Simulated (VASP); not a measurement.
# TaN (Fm-3m) in VASP: a series of runs

TaN is run at these levels: PBEsol, PBE; tasks: single point.

All numbers are computed with VASP 6.6.1; they aren't measurements. Logs are shortened: lines on timing, memory, paths and dates and some standing lists are left out, and cuts for length are marked.

## Step 1: The cell of the first run

It takes space group Fm-3m (No. 225, cubic). The conventional cell has a = 4.419 Å, b = 4.419 Å, c = 4.419 Å, α = 90.00°, β = 90.00°, γ = 90.00°. Ta (site symmetry m-3m) has 6 N at 2.21 Å within 2.9 Å. N (site symmetry m-3m) has 6 Ta at 2.21 Å within 2.9 Å.

## Step 2: Single point, PBEsol (volume scaled by 1.03)

Contents of INCAR:

```
ALGO = Normal ; EDIFF = 1E-7
ENCUT = 520 ; GGA = PS
ISIF = 2 ; ISMEAR = 0
LASPH = T ; LCHARG = F
LREAL = F ; LWAVE = F
NBANDS = 15 ; NELM = 60
PREC = Accurate ; SIGMA = 0.1
```

Contents of KPOINTS:

```
k-points
0
Gamma
  16 16 16
```

Contents of POSCAR:

```
TaN
1.0
    0.0000000000      2.2095079390      2.2095079390
    2.2095079390      0.0000000000      2.2095079390
    2.2095079390      2.2095079390      0.0000000000
Ta N
1 1
Direct
    0.5000000000      0.5000000000      0.5000000000
    0.0000000000      0.0000000000      0.0000000000
```

Potentials or basis: VASP PAW PBE potentials, release 64 (Ta_pv, N).

Launch:

```console
> cat potpaw_PBE.64/Ta_pv/POTCAR potpaw_PBE.64/N/POTCAR > POTCAR
> mpirun -np 1 vasp_std > vasp.out
```

OUTCAR:

```text
EDIFF = 1E-7
   ENCUT = 520
   GGA = PS
   ISIF = 2
   ISMEAR = 0
   LASPH = T
   LREAL = F
   NELM = 60
   PREC = Accurate

 ion  position               nearest neighbor table
   1  0.500  0.500  0.500-   2 2.21   2 2.21   2 2.21   2 2.21   2 2.21   2 2.21
   2  0.000  0.000  0.000-   1 2.21   1 2.21   1 2.21   1 2.21   1 2.21   1 2.21

  LATTYP: Found a face centered cubic cell.
 ALAT       =     4.4190158780

  Lattice vectors:

 A1 = (   0.0000000000,   2.2095079390,   2.2095079390)
 A2 = (   2.2095079390,   0.0000000000,   2.2095079390)
 A3 = (   2.2095079390,   2.2095079390,   0.0000000000)

Analysis of symmetry for initial positions (statically):
=====================================================================
 Subroutine PRICEL returns:
 Original cell was already a primitive cell.

 Routine SETGRP: Setting up the symmetry group for a
 face centered cubic supercell.

 Subroutine GETGRP returns: Found 48 space group operations
[... 9 lines left out ...]

 Routine SETGRP: Setting up the symmetry group for a
 face centered cubic supercell.

 Subroutine GETGRP returns: Found 48 space group operations
[... 11 lines left out ...]
                                     Primitive cell

  volume of cell :      21.5733

  direct lattice vectors                    reciprocal lattice vectors
     0.000000000  2.209507939  2.209507939    -0.226294729  0.226294729  0.226294729
     2.209507939  0.000000000  2.209507939     0.226294729 -0.226294729  0.226294729
     2.209507939  2.209507939  0.000000000     0.226294729  0.226294729 -0.226294729

  length of vectors
     3.124716094  3.124716094  3.124716094     0.391953968  0.391953968  0.391953968

  position of ions in fractional coordinates (direct lattice)
     0.500000000  0.500000000  0.500000000
     0.000000000  0.000000000  0.000000000

  ion indices of the primitive-cell ions
   primitive index   ion index
                 1           1
                 2           2

----------------------------------------------------------------------------------------

 KPOINTS: k-points

Automatic generation of k-mesh.
 Grid dimensions read from file:
 generate k-points for:   16   16   16

 Generating k-lattice:

  Cartesian coordinates                     Fractional coordinates (reciprocal lattice)
    -0.014143421  0.014143421  0.014143421     0.062500000  0.000000000  0.000000000
     0.014143421 -0.014143421  0.014143421     0.000000000  0.062500000  0.000000000
[... 60 lines left out ...]
   EDIFFG = 0.1E-05   stopping-criterion for IOM
   NSW    =      0    number of steps for IOM
   IBRION =     -1    ionic relax: 0-MD 1-quasi-New 2-CG
   NFREE  =      0    steps in history (QN), initial steepest desc. (CG)
   ISIF   =      2    stress and relaxation
   ISYM   =      2    0-nonsym 1-usesym 2-fastsym
   POTIM  = 0.5000    time-step for ionic-motion
   TEBEG  =    0.0;   TEEND  =   0.0 temperature during run
   PSTRESS=    0.0 pullay stress
   NELECT =      16.0000    total number of electrons
   NUPDOWN=      -1.0000    fix difference up-down
   EMIN   =  10.00;   EMAX   =-10.00  energy-range for DOS
   EFERMI =   0.00;   METHOD = LEGACY
   ISMEAR =     0;   SIGMA  =   0.10  broadening in eV -4-tet -1-fermi 0-gaus
   EFERMI_NEDOS =   21; number of points for ismear=-14 and -15
   IALGO  =     38    algorithm
   IMIX   =      4    mixing-type and parameters
     AMIX     =   0.40;   BMIX     =  1.00
     AMIX_MAG =   1.60;   BMIX_MAG =  1.00
  volume/ion in A,a.u.               =      10.79        72.79
  Fermi-wavevector in a.u.,A,eV,Ry     =   1.481867  2.800323 29.877443  2.195930
  Thomas-Fermi vector in A             =   2.595724
   LORBIT       =      0    0 simple, 1 ext, 2 COOP (PROOUT), +10 PAW based schemes
   GGA     = PS    functional components
   LHFCALC =     F    Hartree Fock is set to
   AEXX    =    0.0000 exact exchange contribution
   IVDW    =     0    specifies the selected vdW correction
   LEPSILON=     F    determine dielectric tensor
   LRPA    =     F    only Hartree local field effects (RPA)
 non-spin polarized calculation
 Gauss-broadening in eV      SIGMA  =   0.10
  energy-cutoff  :      520.00
  volume of cell :       21.57
 maximum number of plane-waves:       604
   NGX = 11   NGY = 11   NGZ = 11

 number of electron      16.0000003 magnetization

 Free energy of the ion-electron system (eV)
  ---------------------------------------------------
  ext. energy  EPLUGINS =         0.00000000
  ---------------------------------------------------
  free energy    TOTEN  =       -23.19551653 eV

  energy without entropy =      -23.18972276  energy(sigma->0) =      -23.19261964

 E-fermi :   9.2016     XC(G=0): -13.5098

 val. band max:        9.1991415103   @ k =  -0.2500   0.3750   0.1250
 cond. band min:       9.2089201313   @ k =  -0.4375   0.1875   0.0000
 fundamental gap:      0.0097786211
 Fermi energy:         9.2016148093

 k-point     1 :       0.0000    0.0000    0.0000
  band No.  band energies     occupation
      1     -26.5204      2.00000
      2     -26.5204      2.00000
      3     -26.5204      2.00000
      4      -9.4741      2.00000
      5       5.4599      2.00000
      6       5.4599      2.00000
      7       5.4599      2.00000
      8       7.1246      2.00000
      9       7.1246      2.00000
     10       7.1246      2.00000
     11       9.2357      0.62987
     12       9.2357      0.62987
     13      10.6308      0.00000
     14      18.5830      0.00000
[... 401 lines left out ...]
      2     -26.5416      2.00000
      3     -26.5226      2.00000
      4      -9.2300      2.00000
      5       4.2496      2.00000
      6       4.5754      2.00000
      7       4.9128      2.00000
      8       7.2969      2.00000
      9       7.5202      2.00000
     10       7.8179      2.00000
     11       9.6433      0.00000
     12      10.5059      0.00000
     13      11.4509      0.00000
     14      19.3346      0.00000
     15      21.5414      0.00000

 [... further k-points ...]
[... 5 lines left out ...]
  --------------------------------------------------------------------------------------
  -------------------------------------------------------------------------------------
  Total       -1.2110968     -1.2110968     -1.2110968      0.0000000      0.0000000      0.0000000
  in kB      -89.9441164    -89.9441164    -89.9441164      0.0000000      0.0000000      0.0000000
  external PRESSURE =     -89.9441164 kB  Pullay stress =       0.0000000 kB

 VOLUME and BASIS-vectors are now :
 -----------------------------------------------------------------------------
  energy-cutoff  :      520.00
  volume of cell :       21.57
      direct lattice vectors                 reciprocal lattice vectors
     0.000000000  2.209507939  2.209507939    -0.226294729  0.226294729  0.226294729
     2.209507939  0.000000000  2.209507939     0.226294729 -0.226294729  0.226294729
     2.209507939  2.209507939  0.000000000     0.226294729  0.226294729 -0.226294729

 POSITION                                       TOTAL-FORCE (eV/Angst)
 -----------------------------------------------------------------------------------
      2.20951      2.20951      2.20951         0.000000      0.000000     -0.000000
      0.00000      0.00000      0.00000        -0.000000     -0.000000      0.000000
 -----------------------------------------------------------------------------------
    total drift:                                0.000000     -0.000000     -0.000000

  FREE ENERGIE OF THE ION-ELECTRON SYSTEM (eV)
  ---------------------------------------------------
  free  energy   TOTEN  =       -23.1955165286 eV

  energy  without entropy=      -23.1897227563  energy(sigma->0) =      -23.19261964
```

OSZICAR:

```text
N       E                     dE             d eps       ncg     rms          rms(c)
DAV:   1     0.882539327364E+02    0.88254E+02   -0.88431E+03  4365   0.113E+03
DAV:   2    -0.231913156252E+02   -0.11145E+03   -0.10492E+03  5428   0.301E+02
DAV:   3    -0.259781834982E+02   -0.27869E+01   -0.27709E+01  4742   0.443E+01
DAV:   4    -0.259888860073E+02   -0.10703E-01   -0.10699E-01  5786   0.299E+00
DAV:   5    -0.259889573360E+02   -0.71329E-04   -0.71328E-04  4763   0.215E-01    0.236E+01
DAV:   6    -0.233149484839E+02    0.26740E+01   -0.48569E+00  5304   0.250E+01    0.991E+00
DAV:   7    -0.232356156352E+02    0.79333E-01   -0.50248E-01  5050   0.575E+00    0.678E+00
DAV:   8    -0.232016543816E+02    0.33961E-01   -0.16039E-01  5141   0.332E+00    0.146E+00
DAV:   9    -0.231956949918E+02    0.59594E-02   -0.18186E-02  4938   0.108E+00    0.330E-01
DAV:  10    -0.231955565724E+02    0.13842E-03   -0.12609E-03  5190   0.373E-01    0.599E-02
DAV:  11    -0.231955171700E+02    0.39402E-04   -0.83391E-05  4939   0.107E-01    0.169E-02
DAV:  12    -0.231955166657E+02    0.50431E-06   -0.58429E-06  5106   0.231E-02    0.536E-03
DAV:  13    -0.231955165140E+02    0.15172E-06   -0.27458E-07  4980   0.485E-03    0.167E-03
DAV:  14    -0.231955165286E+02   -0.14579E-07   -0.14021E-08  2889   0.109E-03
   1 F= -.23195517E+02 E0= -.23192620E+02  d E =-.579377E-02
```

stdout:

```text
POSCAR found type information on POSCAR TaN
 POSCAR found :  2 types and       2 ions
 scaLAPACK will be used
 -----------------------------------------------------------------------------
|                                                                             |
|                                                                             |
|     You enforced a specific xc type in the INCAR file but a different       |
|     I HOPE YOU KNOW WHAT YOU ARE DOING!                                     |
|                                                                             |
 -----------------------------------------------------------------------------

 LDA part: xc-table for (Slater+PW92), standard interpolation
 POSCAR, INCAR and KPOINTS ok, starting setup
 FFT: planning ... GRIDC
 FFT: planning ... GRID_SOFT
 FFT: planning ... GRID
 WAVECAR not read
 entering main loop
```

Wall time 16 s (1 thread of Intel Xeon 6975P-C (Granite Rapids), shared host); peak memory 0.17 GiB.

What came out:

```
Free energy            : -23.1955 eV
Pressure               : -9.0 GPa
Band gap on the k mesh : zero (band 8 reaches 11.08 eV, above the bottom of band 9 at 7.12 eV)
```

Levels at points of the mesh, in eV from the Fermi level:
```
           k point  band 6  band 7  band 8  band 9  band 10  band 11
(0.00, 0.00, 0.00)   -3.74   -3.74   -2.08   -2.08    -2.08     0.03
(0.50, 0.00, 0.00)   -7.47   -7.47    1.87    1.87     1.97     3.77
(0.50, 0.50, 0.00)   -5.39   -4.57   -4.57    2.05     3.49     3.49
```

Caveat: the PAW data sets were made with another functional, which shifts forces and pressure a little; spin-orbit coupling is left out, which moves the levels of the heavy elements.

[end of part 1 of 2]
